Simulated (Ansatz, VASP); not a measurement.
# Ag: VASP beside Ansatz

File INCAR:

```
SYSTEM = Ag
PREC     = Accurate       ! precision mode
ENCUT    = 600            ! plane-wave cutoff, eV
EDIFF    = 1E-7           ! SCF threshold, eV
ISMEAR   = -1             ! smearing method
SIGMA    = 0.05           ! smearing width, eV
LREAL    = .FALSE.        ! projectors in reciprocal space
LASPH    = .TRUE.         ! aspherical terms in the spheres
NELM     = 60             ! most SCF steps
ALGO     = Normal         ! electronic algorithm
ISIF     = 3              ! what is computed and relaxed
LWAVE    = .FALSE.        ! write WAVECAR
LCHARG   = .FALSE.        ! write CHGCAR
GGA      = PE             ! functional
IVDW     = 12             ! dispersion correction
IBRION   = 2              ! ionic algorithm
NSW      = 60             ! ionic steps
EDIFFG   = -0.01          ! ionic threshold
```

KPOINTS

```
Automatic mesh
0
G
  10 10 6
  0 0 0
```

POSCAR

```
Ag
1.0
    2.9300000000      0.0000000000      0.0000000000
   -1.4650000000      2.5374544331      0.0000000000
    0.0000000000      0.0000000000      4.7900000000
Ag
2
Direct
    0.6666666667      0.3333333333      0.7500000000
    0.3333333333      0.6666666667      0.2500000000
```

File input.yaml:

```yaml
crystal:
  lattice:
    - [2.93, 0.0, 0.0]
    - [-1.465, 2.5374544331, 0.0]
    - [0.0, 0.0, 4.79]
  atoms:
    - { symbol: Ag, position: [0.6666666667, 0.3333333333, 0.75] }
    - { symbol: Ag, position: [0.3333333333, 0.6666666667, 0.25] }
hamiltonian:
  xc: pbe
  pseudopotentials: { kind: paw }
  dispersion: d3bj
kpoints:
  mp_grid: { grid: [10, 10, 6] }
scf:
  occupations: { method: fermi_dirac, width: 0.05 }
output:
  forces: true
  stress: true
  eigenvalues: true
relax:
  f_tol: 0.01
  max_steps: 40
  cell: { stress_tol: 0.05 }
```

Alike in both runs: task relaxation of cell and atoms; functional PBE; dispersion D3(BJ); k mesh 10 × 10 × 6; occupations fermi-dirac, width 0.05 eV; no spin polarisation.

```csv
,VASP,Ansatz
version,VASP 6.6.1,Ansatz 0.2.0
potentials or method,"VASP PAW PBE potentials, release 64 (Ag)",Ansatz PAW
plane-wave cutoff (eV),600,420
valence electrons in the cell,22,38
```

|  | VASP | Ansatz | Ansatz less VASP |
| --- | --- | --- | --- |
| gap on the k mesh at the Fermi level, each at its own relaxed structure (eV) | none | none | - |
| relaxed volume (Å³/atom) | 16.94 | 16.97 | +0.025 |
| relaxed cell length with the largest relative difference (Å) | 4.692 | 4.696 | +0.0037 |

A gap of «none» marks a metal or a gap that the smearing closes. VASP's potentials hold 22 valence electrons a cell and Ansatz's 38, so a difference there can come from the potentials and not from the codes.

Noted on Ansatz's run: the plane-wave basis is chosen anew once the cell has moved, so the energies of steps on either side of that aren't comparable.
